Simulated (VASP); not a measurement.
# LiAl16O24 (a cell with a defect) (Li interstitial hop between voids) in VASP: notebook

Runs on LiAl16O24 (a cell with a defect) (Li interstitial hop between voids). Level: PBE. Tasks: single point.

Everything below comes from runs of VASP 6.6.1. Logs are shortened: lines on timing, memory, paths and dates and some standing lists are left out, and cuts for length are marked.

## (1) The cell of the first run

The cell holds a defect, 41 atoms: a = 5.181 Å, b = 10.361 Å, c = 10.361 Å, α = 55.29°, β = 55.29°, γ = 55.29°.

## (2) Single point, PBE

The input, INCAR:

```
SYSTEM = LiAl16O24
  ALGO = Normal
  EDIFF = 1E-6
  ENCUT = 520
  GGA = PE
  ISIF = 2
  ISMEAR = -1
  LASPH = .TRUE.
  LCHARG = .TRUE.
  LELF = .TRUE.
  LREAL = Auto
  LVHAR = .TRUE.
  LWAVE = .FALSE.
  NBANDS = 124
  NELECT = 194.0
  NELM = 100
  PREC = Accurate
  SIGMA = 0.01
```

The input, KPOINTS:

```
Automatic mesh
0
Gamma
  1 1 1
  0.25 0.25 0.25
```

The input, POSCAR:

```
LiAl16O24
1.0
    2.4039417600      1.3879164200      4.3742070900
   -4.8078835200      2.7758328500      8.7484141900
    0.0000000000     -5.5516656900      8.7484141900
Al O Li
16 24 1
Direct
    0.6433249463      0.3231726049      0.3274792665
    0.8508154067      0.4263657680      0.4274075153
    0.1447751838      0.0751762578      0.0744905459
    0.3498384852      0.1739615930      0.1796948509
    0.6418075664      0.3174719325      0.8195486678
    0.8313948597      0.4185090298      0.9175090537
    0.1456385008      0.0733604943      0.5742078637
    0.3515098886      0.1754592215      0.6755755365
    0.6449920381      0.8257948077      0.3258750235
    0.8508767081      0.9278833448      0.4272533752
    0.1651345998      0.5827072214      0.0839709258
    0.3546680893      0.6837772173      0.1819186210
    0.6466627749      0.8273018920      0.8217514919
    0.8517764411      0.9260418987      0.9269786899
    0.1456815801      0.5748925253      0.5740584383
    0.3532313646      0.6780657238      0.6739803613
    0.4421970851      0.0282695240      0.3761007292
    0.9425578956      0.1276307901      0.2774262527
    0.0626657481      0.3803629331      0.2160335376
    0.7446640860      0.2199943867      0.0256540893
    0.2476068004      0.2786406482      0.4718521260
    0.5720667746      0.4708735040      0.1214401640
    0.4429889988      0.0285193066      0.8759273355
    0.9439711813      0.1228779949      0.7769304374
    0.0463855660      0.3761123012      0.7190474971
    0.7487506232      0.2234674954      0.5269541024
    0.2348073057      0.2836771414      0.9695796846
    0.5485892954      0.4726957438      0.6260973974
    0.4479308870      0.5285661642      0.3753633386
    0.9501388852      0.6251305189      0.2824232620
    0.0525465537      0.8783629479      0.2245398724
    0.7616745766      0.7175759125      0.0319166044
    0.2477537804      0.7777930312      0.4745190760
    0.5535310766      0.9727227541      0.1255336366
    0.4244438949      0.5303615964      0.8800405333
    0.9338269437      0.6208780084      0.7854388652
    0.0539674007      0.8735972732      0.7240523031
    0.7488917324      0.7226307348      0.5296112890
    0.2518876998      0.7812261409      0.9758219207
    0.5543027802      0.9729997962      0.6253471015
    0.9981478061      0.5007009987      0.0006968696
```

Potentials or basis: VASP PAW PBE potentials, release 64 (Al, O, Li_sv).

Started as:

```bash
$ cat potpaw_PBE.64/Al/POTCAR potpaw_PBE.64/O/POTCAR potpaw_PBE.64/Li_sv/POTCAR > POTCAR
$ mpirun -np 1 vasp_std > vasp.out
```

OUTCAR:

```text
SYSTEM = LiAl16O24
   EDIFF = 1E-6
   ENCUT = 520
   GGA = PE
   ISIF = 2
   ISMEAR = -1
   LASPH = .TRUE.
   LREAL = Auto
   NELECT = 194.0
   NELM = 100
   PREC = Accurate

 ion  position               nearest neighbor table
   1  0.643  0.323  0.327-  21 1.86  18 1.87  22 1.89  26 1.96  29 1.99  19 2.06   2 2.68   8 2.79
                            41 2.81   4 2.83  12 2.87  10 3.23   2 3.24
   2  0.851  0.426  0.427-  21 1.86  28 1.88  30 1.89  29 1.97  26 1.98  19 2.02   1 2.68  11 2.79
                            15 2.82   7 2.82   5 3.18   1 3.24   9 3.27
   3  0.145  0.075  0.074-  31 1.86  23 1.88  20 1.90  18 1.99  27 1.99  34 1.99   4 2.68   6 2.79
                            10 2.82  14 2.83  12 3.18   4 3.25   8 3.26
   4  0.350  0.174  0.180-  17 1.85  20 1.87  19 1.89  18 1.97  34 1.98  27 2.07   3 2.68   9 2.79
                            41 2.81   1 2.83   5 2.87   7 3.22   3 3.25
   5  0.642  0.317  0.820-  24 1.83  28 1.84  27 1.86  25 2.02  20 2.02  35 2.11   6 2.57  41 2.82
                             8 2.83   4 2.87  16 2.87  14 3.18   2 3.18   6 3.33
   6  0.831  0.419  0.918-  25 1.88  20 1.88  35 1.89  27 1.93  36 1.93  22 1.95  41 2.18   5 2.57
                            11 2.77   3 2.79  15 2.79   5 3.33
   7  0.146  0.073  0.574-  17 1.86  26 1.88  37 1.88  24 1.97  40 2.00  21 2.00   8 2.68  10 2.82
                            14 2.82   2 2.82   4 3.22  16 3.23   8 3.25
   8  0.352  0.175  0.676-  25 1.88  26 1.88  23 1.88  40 1.97  21 1.99  24 2.00   7 2.68   1 2.79
                            13 2.79   5 2.83   7 3.25   3 3.26  15 3.27
   9  0.645  0.826  0.326-  30 1.88  33 1.88  34 1.88  17 1.97  38 1.99  31 2.00  10 2.68  16 2.79
                             4 2.79  12 2.83  10 3.25  14 3.26   2 3.27
  10  0.851  0.928  0.427-  40 1.86  33 1.88  18 1.88  31 1.97  17 2.00  38 2.00   9 2.68   7 2.82
                             3 2.82  15 2.82  13 3.22   1 3.23   9 3.25
  11  0.165  0.583  0.084-  30 1.88  39 1.88  22 1.89  32 1.93  19 1.93  35 1.95  41 2.18  12 2.57
                             6 2.77  14 2.79   2 2.79  12 3.33
  12  0.355  0.684  0.182-  31 1.83  29 1.84  32 1.86  30 2.02  39 2.02  22 2.11  11 2.57  41 2.82
                             9 2.83  13 2.87   1 2.87   3 3.18  15 3.18  11 3.33
  13  0.647  0.827  0.822-  40 1.85  39 1.87  36 1.89  37 1.97  23 1.98  32 2.07  14 2.68   8 2.79
                            41 2.81  16 2.83  12 2.87  10 3.22  14 3.25
  14  0.852  0.926  0.927-  24 1.86  34 1.88  39 1.90  37 1.99  32 1.99  23 1.99  13 2.68  11 2.79
                             7 2.82   3 2.83   5 3.18  13 3.25   9 3.26
  15  0.146  0.575  0.574-  38 1.86  29 1.88  25 1.89  28 1.97  33 1.98  36 2.02  16 2.68   6 2.79
                             2 2.82  10 2.82  12 3.18  16 3.24   8 3.27
  16  0.353  0.678  0.674-  38 1.86  37 1.87  35 1.89  33 1.96  28 1.99  36 2.06  15 2.68   9 2.79
                            41 2.81  13 2.83   5 2.87   7 3.23  15 3.24
  17  0.442  0.028  0.376-   4 1.85   7 1.86   9 1.97  10 2.00
  18  0.943  0.128  0.277-   1 1.87  10 1.88   4 1.97   3 1.99
  19  0.063  0.380  0.216-   4 1.89  11 1.93  41 1.96   2 2.02   1 2.06
  20  0.745  0.220  0.026-   4 1.87   6 1.88   3 1.90   5 2.02
  21  0.248  0.279  0.472-   1 1.86   2 1.86   8 1.99   7 2.00
  22  0.572  0.471  0.121-   1 1.89  11 1.89  41 1.93   6 1.95  12 2.11
  23  0.443  0.029  0.876-   3 1.88   8 1.88  13 1.98  14 1.99
[... 5 lines left out ...]
  29  0.448  0.529  0.375-  12 1.84  15 1.88   2 1.97   1 1.99
  30  0.950  0.625  0.282-  11 1.88   9 1.88   2 1.89  12 2.02
  31  0.053  0.878  0.225-  12 1.83   3 1.86  10 1.97   9 2.00
  32  0.762  0.718  0.032-  12 1.86  11 1.93  41 1.97  14 1.99  13 2.07
  33  0.248  0.778  0.475-  10 1.88   9 1.88  16 1.96  15 1.98
  34  0.554  0.973  0.126-  14 1.88   9 1.88   4 1.98   3 1.99
  35  0.424  0.530  0.880-  16 1.89   6 1.89  41 1.93  11 1.95   5 2.11
  36  0.934  0.621  0.785-  13 1.89   6 1.93  41 1.96  15 2.02  16 2.06
  37  0.054  0.874  0.724-  16 1.87   7 1.88  13 1.97  14 1.99
  38  0.749  0.723  0.530-  16 1.86  15 1.86   9 1.99  10 2.00
  39  0.252  0.781  0.976-  13 1.87  11 1.88  14 1.90  12 2.02
  40  0.554  0.973  0.625-  13 1.85  10 1.86   8 1.97   7 2.00
  41  0.998  0.501  0.001-  22 1.93  35 1.93  36 1.96  19 1.96  32 1.97  27 1.97   6 2.18  11 2.18
                            13 2.81   4 2.81  16 2.81   1 2.81  12 2.82   5 2.82

  LATTYP: Found a base centered monoclinic cell.
 ALAT       =    14.1357249055
 B/A-ratio  =     0.6802457681
 C/A-ratio  =     0.3664920511
 COS(beta)  =    -0.1016821385

  Lattice vectors:

 A1 = (   7.2118252800,  -1.3879164300,  -4.3742071000)
 A2 = (   2.4039417600,   6.9395821100,  -4.3742071000)
 A3 = (   2.4039417600,   1.3879164200,   4.3742070900)

Analysis of symmetry for initial positions (statically):
=====================================================================
 Subroutine PRICEL returns:
 Original cell was already a primitive cell.

 Routine SETGRP: Setting up the symmetry group for a
 base centered monoclinic supercell.

 Subroutine GETGRP returns: Found  1 space group operations
 (whereof  1 operations were pure point group operations)
[... 131 lines left out ...]
 Generating k-lattice:

  Cartesian coordinates                     Fractional coordinates (reciprocal lattice)
     0.207991728  0.120084080  0.076204287     1.000000000  0.000000000  0.000000000
    -0.103995864  0.060042040  0.038102144    -0.000000000  1.000000000  0.000000000
    -0.000000000 -0.120084080  0.038102144     0.000000000  0.000000000  1.000000000

  Length of vectors
     0.251967932  0.125983966  0.125983966

  Shift w.r.t. Gamma in fractional coordinates (k-lattice)
     0.250000000  0.250000000  0.250000000

 Subroutine IBZKPT returns following result:
 ===========================================

 Found      1 irreducible k-points:

 Following reciprocal coordinates:
            Coordinates               Weight
  0.250000  0.250000  0.250000      2.000000
   k-points           NKPTS =      1   k-points in BZ     NKDIM =      1   number of bands    NBANDS=    124
   number of dos      NEDOS =    301   number of ions     NIONS =     41
   total plane-waves  NPLWV = 256000
   dimension x,y,z NGX =    40 NGY =   80 NGZ =   80
   dimension x,y,z NGXF=    80 NGYF=  160 NGZF=  160
   ions per type =              16  24   1
   NGX,Y,Z   is equivalent  to a cutoff of  12.84, 12.84, 12.84 a.u.
   NGXF,Y,Z  is equivalent  to a cutoff of  25.67, 25.67, 25.67 a.u.
 SYSTEM =  LiAl16O24
   PREC   = accura    normal or accurate (medium, high low for compatibility)
   ISTART =      0    job   : 0-new  1-cont  2-samecut
   ICHARG =      2    charge: 1-file 2-atom 10-const
   ISPIN  =      1    spin polarized calculation?
   LNONCOLLINEAR =      F non collinear calculations
   LSORBIT =      F    spin-orbit coupling
   LASPH  =      T    aspherical Exc in radial PAW
   ENCUT  =  520.0 eV  38.22 Ry    6.18 a.u.   9.63 19.27 19.27*2*pi/ulx,y,z
   NELM   =    100;   NELMIN=  2; NELMDL= -5     # of ELM steps
   EDIFF  = 0.1E-05   stopping-criterion for ELM
   LREAL  =      T    real-space projection
   EDIFFG = 0.1E-04   stopping-criterion for IOM
   NSW    =      0    number of steps for IOM
   IBRION =     -1    ionic relax: 0-MD 1-quasi-New 2-CG
   NFREE  =      0    steps in history (QN), initial steepest desc. (CG)
   ISIF   =      2    stress and relaxation
   ISYM   =      2    0-nonsym 1-usesym 2-fastsym
   POTIM  = 0.5000    time-step for ionic-motion
   TEBEG  =    0.0;   TEEND  =   0.0 temperature during run
   PSTRESS=    0.0 pullay stress
   NELECT =     194.0000    total number of electrons
   NUPDOWN=      -1.0000    fix difference up-down
   EMIN   =  10.00;   EMAX   =-10.00  energy-range for DOS
   EFERMI =   0.00;   METHOD = LEGACY
   ISMEAR =    -1;   SIGMA  =   0.01  broadening in eV -4-tet -1-fermi 0-gaus
   EFERMI_NEDOS =   21; number of points for ismear=-14 and -15
   IALGO  =     38    algorithm
   IMIX   =      4    mixing-type and parameters
     AMIX     =   0.40;   BMIX     =  1.00
     AMIX_MAG =   1.60;   BMIX_MAG =  1.00
  volume/ion in A,a.u.               =       8.54        57.65
  Fermi-wavevector in a.u.,A,eV,Ry     =   1.344444  2.540631 24.592943  1.807530
  Thomas-Fermi vector in A             =   2.472437
   LORBIT       =      0    0 simple, 1 ext, 2 COOP (PROOUT), +10 PAW based schemes
   GGA     = PE    functional components
   LHFCALC =     F    Hartree Fock is set to
   AEXX    =    0.0000 exact exchange contribution
   IVDW    =     0    specifies the selected vdW correction
   LEPSILON=     F    determine dielectric tensor
   LRPA    =     F    only Hartree local field effects (RPA)
 non-spin polarized calculation
  energy-cutoff  :      520.00
  volume of cell :      350.27
 maximum number of plane-waves:      9444
 NGX is ok and might be reduce to    40
   NGX = 19   NGY = 39   NGZ = 39

 number of electron     194.0000008 magnetization

 Free energy of the ion-electron system (eV)
  ---------------------------------------------------
  ext. energy  EPLUGINS =         0.00000000
  ---------------------------------------------------
  free energy    TOTEN  =      -310.03063389 eV

  energy without entropy =     -310.03063389  energy(sigma->0) =     -310.03063389

 E-fermi :   6.2140     XC(G=0): -11.5824

 val. band max:        5.8352908529   @ k =   0.2500   0.2500   0.2500
 cond. band min:      12.5960291354   @ k =   0.2500   0.2500   0.2500
 fundamental gap:      6.7607382824
 Fermi energy:         6.2139926152

 k-point     1 :       0.2500    0.2500    0.2500
  band No.  band energies     occupation
      1     -36.7547      2.00000
      2     -12.8949      2.00000
      3     -11.9709      2.00000
      4     -11.9058      2.00000
      5     -11.8474      2.00000
      6     -11.8098      2.00000
[... 101 lines left out ...]
    108      15.7045      0.00000
    109      15.8503      0.00000
 [bands above 109 left out]

------------------------ aborting loop because EDIFF is reached ----------------------------------------

  FORCE on cell =-STRESS in cart. coord.  units (eV):
  Direction    XX          YY          ZZ          XY          YZ          ZX
  --------------------------------------------------------------------------------------
  -------------------------------------------------------------------------------------
  Total       -9.3180727     -9.2415189      0.6281571      0.0078180     -0.0541933     -0.3455960
  in kB      -42.6224918    -42.2723215      2.8733005      0.0357608     -0.2478897     -1.5808164
  external PRESSURE =     -27.3405043 kB  Pullay stress =       0.0000000 kB

 VOLUME and BASIS-vectors are now :
 -----------------------------------------------------------------------------
  energy-cutoff  :      520.00
  volume of cell :      350.27
      direct lattice vectors                 reciprocal lattice vectors
     2.403941760  1.387916420  4.374207090     0.207991728  0.120084080  0.076204287
    -4.807883520  2.775832850  8.748414190    -0.103995864  0.060042040  0.038102144
     0.000000000 -5.551665690  8.748414190    -0.000000000 -0.120084080  0.038102144

 POSITION                                       TOTAL-FORCE (eV/Angst)
 -----------------------------------------------------------------------------------
     -0.00726     -0.02810      8.50621        -0.003568     -0.002360     -0.008191
     -0.00461     -0.00844     11.19081        -0.000784      0.001845      0.012184
     -0.01341     -0.00393      1.94262        -0.004600      0.002137     -0.013697
      0.00460     -0.02917      4.62420         0.006621      0.002099      0.004197
      0.01650     -2.77784     12.75453         0.011090     -0.001123      0.001352
     -0.01352     -2.77809     15.32473        -0.008119     -0.004192     -0.005937
[... 33 lines left out ...]
     -3.34556     -0.00151     16.40764         0.006295     -0.000089      0.001614
     -0.00782      2.77134      8.75254         0.004621      0.000785     -0.001319
 -----------------------------------------------------------------------------------
    total drift:                               -0.007796     -0.008818      0.012338

  FREE ENERGIE OF THE ION-ELECTRON SYSTEM (eV)
  ---------------------------------------------------
  free  energy   TOTEN  =      -310.0306338915 eV

  energy  without entropy=     -310.0306338915  energy(sigma->0) =     -310.03063389
```

Wall time 2 min (1 thread of Intel Xeon Platinum 8488C (Sapphire Rapids), shared host); peak memory 0.53 GiB.

Results:

| Property | Result |
| --- | --- |
| Free energy | -310.0306 eV |
| Largest force | 0.015 eV/Å |

Forces in eV/Å, atoms in the order of the input:
```
Al  -0.004 -0.002 -0.008
Al  -0.001  0.002  0.012
Al  -0.005  0.002 -0.014
Al   0.007  0.002  0.004
Al   0.011 -0.001  0.001
Al  -0.008 -0.004 -0.006
Al  -0.001 -0.001 -0.008
Al  -0.005 -0.002  0.012
Al   0.003  0.001 -0.008
Al   0.002  0.005  0.006
Al   0.006  0.000  0.003
Al  -0.010  0.000  0.000
Al  -0.008 -0.001 -0.005
Al   0.002 -0.004  0.014
Al   0.002 -0.002 -0.012
Al   0.001  0.000  0.009
O   -0.005 -0.002  0.001
O   -0.004 -0.005  0.003
O    0.004 -0.005  0.010
O    0.001 -0.010 -0.003
O    0.003  0.003 -0.002
O    0.000 -0.011 -0.001
O    0.001  0.001 -0.003
O   -0.002  0.001 -0.005
O    0.004  0.003 -0.002
O    0.003  0.000 -0.002
O    0.011  0.000 -0.003
O    0.001 -0.003  0.003
O    0.001  0.003 -0.003
O   -0.006 -0.003  0.004
O    0.003 -0.001  0.003
O   -0.007  0.006  0.002
O    0.001  0.000  0.004
O   -0.002 -0.001  0.003
O   -0.002  0.012 -0.001
O   -0.004  0.007 -0.007
O    0.001  0.005 -0.003
O   -0.001 -0.003  0.000
O   -0.004  0.010  0.002
O    0.006  0.000  0.002
Li   0.005  0.001 -0.001
```

Levels at points of the mesh, in eV from the Fermi level:
```tsv
k point	band 94	band 95	band 96	band 97	band 98	band 99	band 100	band 101
(0.25, 0.25, 0.25)	-0.65	-0.63	-0.42	-0.38	6.38	8.54	8.75	8.79
```

Caveat: the k points lie up to 1.58 Å⁻¹ apart; the cell carries a net charge on a neutralising background, which shifts energy and pressure; the cell is charged against a uniform background, so pressure and absolute levels hang on convention; the cutoff is under 1.25 times the usual one of these potentials, so pressure, stress and relaxed cells hold a basis-set (Pulay) error.

(Part 1 of 3 ends here.)
